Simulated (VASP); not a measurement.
# WC (Qusongite) (P-6m2) in VASP: settings compared

WC (Qusongite) is run at these levels: PBEsol, PBE, LDA; tasks: single point.

Program: VASP 6.6.1. These are calculated values, not measurements. Logs are shortened: lines on timing, memory, paths and dates and some standing lists are left out, and cuts for length are marked.

### Step 1. The cell of the first run

Symmetry: P-6m2, No. 187, hexagonal system. The conventional cell has a = 2.907 Å, b = 2.907 Å, c = 2.837 Å, α = 90.00°, β = 90.00°, γ = 120.00°. Within 2.9 Å of W (site symmetry -6m2) lie 6 C at 2.20 Å and 2 W at 2.84 Å. C (site symmetry -6m2) has 6 W at 2.20 Å and 2 C at 2.84 Å within 2.9 Å.

### Step 2. Single point, PBEsol, non-collinear spin, zero start, spin-orbit coupling

Input file INCAR:

```
ALGO = Normal
EDIFF = 1E-6
ENCUT = 520
GGA = PS
GGA_COMPAT = F
ISIF = 2
ISMEAR = 0
LASPH = T
LCHARG = T
LMAXMIX = 4
LORBIT = 11
LORBMOM = T
LREAL = F
LSORBIT = T
LVHAR = T
LWAVE = F
MAGMOM = 0 0 0 0 0 0
NBANDS = 30
NELM = 150
PREC = Accurate
SIGMA = 0.05
```

Input file KPOINTS:

```
k-points
0
Gamma
  12 12 11
```

Input file POSCAR:

```
WC
1.0
    2.9065000000      0.0000000000      0.0000000000
   -1.4532500000      2.5171028361      0.0000000000
    0.0000000000      0.0000000000      2.8366000000
W C
1 1
Direct
    0.0000000000      0.0000000000      0.0000000000
    0.6666666667      0.3333333333      0.5000000000
```

Potentials or basis: VASP PAW PBE potentials, release 64 (W_sv, C).

Started as:

```
$ cat potpaw_PBE.64/W_sv/POTCAR potpaw_PBE.64/C/POTCAR > POTCAR
$ mpirun -np 1 vasp_ncl > vasp.out
```

OUTCAR:

```text
EDIFF = 1E-6
   ENCUT = 520
   GGA = PS
   ISIF = 2
   ISMEAR = 0
   LASPH = T
   LORBIT = 11
   LREAL = F
   LSORBIT = T
   NELM = 150
   PREC = Accurate

 ion  position               nearest neighbor table
   1  0.000  0.000  0.000-   2 2.20   2 2.20   2 2.20   2 2.20   2 2.20   2 2.20
   2  0.667  0.333  0.500-   1 2.20   1 2.20   1 2.20   1 2.20   1 2.20   1 2.20

  LATTYP: Found a hexagonal cell.
 ALAT       =     2.9065000000
 C/A-ratio  =     0.9759504559

  Lattice vectors:

 A1 = (   2.9065000000,   0.0000000000,   0.0000000000)
 A2 = (  -1.4532500000,   2.5171028361,   0.0000000000)
 A3 = (   0.0000000000,   0.0000000000,   2.8366000000)

Analysis of symmetry for initial positions (statically):
=====================================================================
 Subroutine PRICEL returns:
 Original cell was already a primitive cell.

 Routine SETGRP: Setting up the symmetry group for a
 hexagonal supercell.

 Subroutine GETGRP returns: Found 12 space group operations
 (whereof 12 operations were pure point group operations)
 out of a pool of 24 trial point group operations.

The static configuration has the point symmetry D_3h.

Analysis of symmetry for dynamics (positions and initial velocities):
=====================================================================
 Subroutine PRICEL returns:
 Original cell was already a primitive cell.

 Routine SETGRP: Setting up the symmetry group for a
 hexagonal supercell.

 Subroutine GETGRP returns: Found 12 space group operations
 (whereof 12 operations were pure point group operations)
 out of a pool of 24 trial point group operations.

The dynamic configuration has the point symmetry D_3h.

Analysis of structural, dynamic, and magnetic symmetry:
=====================================================================
 Subroutine PRICEL returns:
 Original cell was already a primitive cell.

 Routine SETGRP: Setting up the symmetry group for a
 hexagonal supercell.

 Subroutine GETGRP returns: Found 12 space group operations
 (whereof 12 operations were pure point group operations)
 out of a pool of 24 trial point group operations.

The overall configuration has the point symmetry D_3h.

 Subroutine INISYM returns: Found 12 space group operations
 (whereof 12 operations are pure point group operations),
 and found     1 'primitive' translations

----------------------------------------------------------------------------------------

                                     Primitive cell

  volume of cell :      20.7525

  direct lattice vectors                    reciprocal lattice vectors
     2.906500000  0.000000000  0.000000000     0.344056425  0.198641070  0.000000000
    -1.453250000  2.517102836  0.000000000     0.000000000  0.397282139  0.000000000
     0.000000000  0.000000000  2.836600000     0.000000000  0.000000000  0.352534725

  length of vectors
     2.906500000  2.906500000  2.836600000     0.397282139  0.397282139  0.352534725

  position of ions in fractional coordinates (direct lattice)
     0.000000000  0.000000000  0.000000000
     0.666666667  0.333333333  0.500000000

  ion indices of the primitive-cell ions
   primitive index   ion index
                 1           1
                 2           2

----------------------------------------------------------------------------------------

 KPOINTS: k-points

Automatic generation of k-mesh.
 Grid dimensions read from file:
 generate k-points for:   12   12   11

 Generating k-lattice:

  Cartesian coordinates                     Fractional coordinates (reciprocal lattice)
     0.028671369  0.016553422  0.000000000     0.083333333  0.000000000  0.000000000
     0.000000000  0.033106845  0.000000000     0.000000000  0.083333333  0.000000000
     0.000000000  0.000000000  0.032048611     0.000000000  0.000000000  0.090909091

  Length of vectors
     0.033106845  0.033106845  0.032048611

  Shift w.r.t. Gamma in fractional coordinates (k-lattice)
     0.000000000  0.000000000  0.000000000

 Subroutine IBZKPT returns following result:
 ===========================================

 Found    186 irreducible k-points:

 Following reciprocal coordinates:
            Coordinates               Weight
  0.000000  0.000000  0.000000      1.000000
  0.083333  0.000000  0.000000      3.000000
 -0.083333 -0.000000  0.000000      3.000000
  0.166667  0.000000  0.000000      3.000000
 -0.166667 -0.000000  0.000000      3.000000
  0.250000  0.000000  0.000000      3.000000
[... 16 lines left out ...]
  0.250000  0.166667  0.000000      6.000000
 -0.250000 -0.166667  0.000000      6.000000
 [... further k-points ...]
[... 17 lines left out ...]
   NELM   =    150;   NELMIN=  2; NELMDL= -5     # of ELM steps
   EDIFF  = 0.1E-05   stopping-criterion for ELM
   LREAL  =      F    real-space projection
   EDIFFG = 0.1E-04   stopping-criterion for IOM
   NSW    =      0    number of steps for IOM
   IBRION =     -1    ionic relax: 0-MD 1-quasi-New 2-CG
   NFREE  =      0    steps in history (QN), initial steepest desc. (CG)
   ISIF   =      2    stress and relaxation
   ISYM   =      2    0-nonsym 1-usesym 2-fastsym
   POTIM  = 0.5000    time-step for ionic-motion
   TEBEG  =    0.0;   TEEND  =   0.0 temperature during run
   PSTRESS=    0.0 pullay stress
   NELECT =      18.0000    total number of electrons
   NUPDOWN=      -1.0000    fix difference up-down
   EMIN   =  10.00;   EMAX   =-10.00  energy-range for DOS
   EFERMI =   0.00;   METHOD = LEGACY
   ISMEAR =     0;   SIGMA  =   0.05  broadening in eV -4-tet -1-fermi 0-gaus
   EFERMI_NEDOS =   21; number of points for ismear=-14 and -15
   IALGO  =     38    algorithm
   IMIX   =      4    mixing-type and parameters
     AMIX     =   0.40;   BMIX     =  1.00
     AMIX_MAG =   1.60;   BMIX_MAG =  1.00
  volume/ion in A,a.u.               =      10.38        70.02
  Fermi-wavevector in a.u.,A,eV,Ry     =   1.561262  2.950358 33.164744  2.437540
  Thomas-Fermi vector in A             =   2.664353
   LORBIT       =     11    0 simple, 1 ext, 2 COOP (PROOUT), +10 PAW based schemes
   GGA     = PS    functional components
   LHFCALC =     F    Hartree Fock is set to
   AEXX    =    0.0000 exact exchange contribution
   IVDW    =     0    specifies the selected vdW correction
   LEPSILON=     F    determine dielectric tensor
   LRPA    =     F    only Hartree local field effects (RPA)
 Gauss-broadening in eV      SIGMA  =   0.05
  energy-cutoff  :      520.00
  volume of cell :       20.75
 maximum number of plane-waves:      1162
 NGX is ok and might be reduce to    24
   NGX = 11   NGY = 11   NGZ = 11

 number of electron      18.0000000 magnetization       0.0000000      0.0000000     -0.0000000

 number of electron      18.0000000 magnetization       0.0000000      0.0000000      0.0000000

 number of electron      18.0000000 magnetization      -0.0000000     -0.0000000      0.0000000

 Free energy of the ion-electron system (eV)
  ---------------------------------------------------
  ext. energy  EPLUGINS =         0.00000000
  ---------------------------------------------------
  free energy    TOTEN  =       -24.65513052 eV

  energy without entropy =      -24.65492488  energy(sigma->0) =      -24.65502770

 E-fermi :  10.9558     XC(G=0): -13.9288

 val. band max:       10.9022604875   @ k =   0.4167   0.0833   0.4545
 cond. band min:      10.9611138568   @ k =   0.0833   0.0833   0.3636
 fundamental gap:      0.0588533694
 Fermi energy:        10.9557561666

 k-point     1 :       0.0000    0.0000    0.0000
  band No.  band energies     occupation
      1     -63.0221      1.00000
      2     -63.0221      1.00000
      3     -32.9279      1.00000
      4     -32.9279      1.00000
      5     -24.1502      1.00000
      6     -24.1502      1.00000
[... 781 lines left out ...]
     29      26.1503      0.00000
     30      26.2755      0.00000

 [... further k-points ...]
[... 5 lines left out ...]
  --------------------------------------------------------------------------------------
  -------------------------------------------------------------------------------------
  Total       -0.1653771     -0.1653771     -0.2632376     -0.0000000      0.0000000      0.0000000
  in kB      -12.7678175    -12.7678175    -20.3230596     -0.0000000      0.0000000      0.0000000
  external PRESSURE =     -15.2862315 kB  Pullay stress =       0.0000000 kB

 VOLUME and BASIS-vectors are now :
 -----------------------------------------------------------------------------
  energy-cutoff  :      520.00
  volume of cell :       20.75
      direct lattice vectors                 reciprocal lattice vectors
     2.906500000  0.000000000  0.000000000     0.344056425  0.198641070  0.000000000
    -1.453250000  2.517102836  0.000000000     0.000000000  0.397282139  0.000000000
     0.000000000  0.000000000  2.836600000     0.000000000  0.000000000  0.352534725

 POSITION                                       TOTAL-FORCE (eV/Angst)
 -----------------------------------------------------------------------------------
      0.00000      0.00000      0.00000         0.000000     -0.000000      0.000000
      1.45325      0.83903      1.41830        -0.000000      0.000000      0.000000
 -----------------------------------------------------------------------------------
    total drift:                                0.000000     -0.000000     -0.000000

  FREE ENERGIE OF THE ION-ELECTRON SYSTEM (eV)
  ---------------------------------------------------
  free  energy   TOTEN  =       -24.6551305225 eV

  energy  without entropy=      -24.6549248805  energy(sigma->0) =      -24.65502770

 orbital moment (x)

 # of ion     p       d       tot
 ----------------------------------------
  1        -0.000   0.000   0.000
  2        -0.000   0.000  -0.000
 ----------------------------------------
           -0.000   0.000   0.000

 orbital moment (y)

 # of ion     p       d       tot
 ----------------------------------------
  1        -0.000   0.000   0.000
  2        -0.000   0.000  -0.000
 ----------------------------------------
           -0.000   0.000   0.000

 orbital moment (z)

 # of ion     p       d       tot
 ----------------------------------------
  1         0.000   0.000   0.000
  2         0.000   0.000   0.000
 ----------------------------------------
            0.000   0.000   0.000

 Spin-Orbit-Coupling matrix elements

 Ion:    1  E_soc:     -1.4883984
 l=   1
     0.0000000    -0.2184791    -0.2227407
    -0.2184791     0.0000000    -0.2184791
    -0.2227407    -0.2184791     0.0000000
 l=   2
     0.0000000    -0.0053451     0.0000000    -0.0053451    -0.0265259
    -0.0053451     0.0000000    -0.0158793    -0.0048354    -0.0053451
     0.0000000    -0.0158793     0.0000000    -0.0158793     0.0000000
    -0.0053451    -0.0048354    -0.0158793     0.0000000    -0.0053451
    -0.0265259    -0.0053451     0.0000000    -0.0053451     0.0000000
 l=   3
     0.0000000     0.0000000     0.0000000     0.0000000     0.0000000     0.0000000     0.0000000
     0.0000000     0.0000000     0.0000000     0.0000000     0.0000000     0.0000000     0.0000000
     0.0000000     0.0000000     0.0000000     0.0000000     0.0000000     0.0000000     0.0000000
     0.0000000     0.0000000     0.0000000     0.0000000     0.0000000     0.0000000     0.0000000
     0.0000000     0.0000000     0.0000000     0.0000000     0.0000000     0.0000000     0.0000000
     0.0000000     0.0000000     0.0000000     0.0000000     0.0000000     0.0000000     0.0000000
     0.0000000     0.0000000     0.0000000     0.0000000     0.0000000     0.0000000     0.0000000

 Ion:    2  E_soc:     -0.0002786
 l=   1
     0.0000000    -0.0000487    -0.0000420
    -0.0000487     0.0000000    -0.0000487
    -0.0000420    -0.0000487     0.0000000
 l=   2
     0.0000000     0.0000000     0.0000000     0.0000000     0.0000000
     0.0000000     0.0000000     0.0000000     0.0000000     0.0000000
     0.0000000     0.0000000     0.0000000     0.0000000     0.0000000
     0.0000000     0.0000000     0.0000000     0.0000000     0.0000000
     0.0000000     0.0000000     0.0000000     0.0000000     0.0000000
 l=   3
     0.0000000     0.0000000     0.0000000     0.0000000     0.0000000     0.0000000     0.0000000
     0.0000000     0.0000000     0.0000000     0.0000000     0.0000000     0.0000000     0.0000000
     0.0000000     0.0000000     0.0000000     0.0000000     0.0000000     0.0000000     0.0000000
     0.0000000     0.0000000     0.0000000     0.0000000     0.0000000     0.0000000     0.0000000
     0.0000000     0.0000000     0.0000000     0.0000000     0.0000000     0.0000000     0.0000000
     0.0000000     0.0000000     0.0000000     0.0000000     0.0000000     0.0000000     0.0000000
     0.0000000     0.0000000     0.0000000     0.0000000     0.0000000     0.0000000     0.0000000

 total charge

# of ion       s       p       d       tot
------------------------------------------
    1        2.351   6.433   3.427  12.211
    2        0.848   1.560   0.000   2.409
--------------------------------------------------
tot          3.199   7.993   3.427  14.619

 magnetization (x)

# of ion       s       p       d       tot
------------------------------------------
    1        0.000  -0.000   0.000   0.000
    2       -0.000   0.000   0.000   0.000
--------------------------------------------------
tot         -0.000  -0.000   0.000   0.000

 magnetization (y)

# of ion       s       p       d       tot
------------------------------------------
    1        0.000   0.000   0.000   0.000
    2        0.000  -0.000   0.000  -0.000
--------------------------------------------------
tot          0.000  -0.000   0.000  -0.000

 magnetization (z)

# of ion       s       p       d       tot
------------------------------------------
    1        0.000  -0.000   0.000  -0.000
    2        0.000  -0.000   0.000  -0.000
--------------------------------------------------
tot          0.000  -0.000   0.000  -0.000
```

Run time: 2.2 min. Hardware: 1 thread of AMD EPYC 9R45 (Zen 5), shared host; peak memory 0.29 GiB.

Results:

```yaml
Free_energy: -24.6551 eV
Pressure: -1.5 GPa
Net_moment: 0.00 μB per cell
Valence_electrons_inside_the_program's_atomic_spheres: W 12.21; C 2.41
```

Moments on the atoms (μB; x, y, z):
```
W   0.00 0.00 0.00
C   0.00 0.00 0.00
```

Caveat: the PAW data sets were made with another functional, which shifts forces and pressure a little.

### Step 3. Single point, PBE

This run uses another cell than the first one, of 10.52 Å³/atom, 1.014 times its volume.

Input file INCAR:

```
SYSTEM = WC
PREC     = Accurate       ! precision mode
ENCUT    = 910            ! plane-wave cutoff, eV
EDIFF    = 1E-6           ! SCF threshold, eV
ISMEAR   = -1             ! smearing method
SIGMA    = 0.05           ! smearing width, eV
LREAL    = .False.        ! projectors in reciprocal space
LASPH    = .True.         ! aspherical terms in the spheres
NELM     = 120            ! most SCF steps
ALGO     = Normal         ! electronic algorithm
ISIF     = 2              ! what is computed and relaxed
LWAVE    = .False.        ! write WAVECAR
LCHARG   = .False.        ! write CHGCAR
GGA      = PE             ! functional
NBANDS   = 16             ! bands
GGA_COMPAT= .False.
```

Input file KPOINTS:

```
regular mesh
0
Gamma
  10 10 9
  0 0 0
```

Input file POSCAR:

```
WC
1.0
    2.9225709885      0.0000000000      0.0000000000
   -1.4612854943      2.5310207204      0.0000000000
    0.0000000000      0.0000000000      2.8456480622
W C
1 1
Direct
    0.0000000000      0.0000000000      0.0000000000
    0.6666666667      0.3333333333      0.5000000000
```

Potentials or basis: VASP PAW PBE potentials, release 64 (W_sv, C_h).

Started as:

```
$ cat potpaw_PBE.64/W_sv/POTCAR potpaw_PBE.64/C_h/POTCAR > POTCAR
$ mpirun -np 1 vasp_std > vasp.out
```

It took 27 s on 1 thread of Intel Xeon Platinum 8559C (Emerald Rapids), shared host; peak memory 0.2 GiB.

It converged, with:

| Quantity | Value |
| --- | --- |
| Free energy | -22.4606 eV |
| Pressure | 1.0 GPa |
| Band gap on the k mesh | zero (band 9 reaches 11.86 eV, above the bottom of band 10 at 10.68 eV) |

Stress tensor (GPa, compression positive):
```
0.89 0.00 0.00
0.00 0.89 0.00
0.00 0.00 1.17
```

Levels at points of the mesh, in eV from the Fermi level:
```
           k point  band 7  band 8  band 9  band 10  band 11  band 12
(0.00, 0.00, 0.00)   -3.29   -3.29    0.10     3.18     3.18     5.55
(0.50, 0.00, 0.00)   -3.53   -3.50   -0.48     2.31     4.44     4.77
```

Caveat: the cutoff is under 1.25 times the usual one of these potentials, so pressure, stress and relaxed cells hold a basis-set (Pulay) error; spin-orbit coupling is left out, which moves the levels of the heavy elements.

(Part 1 of 2 ends here.)
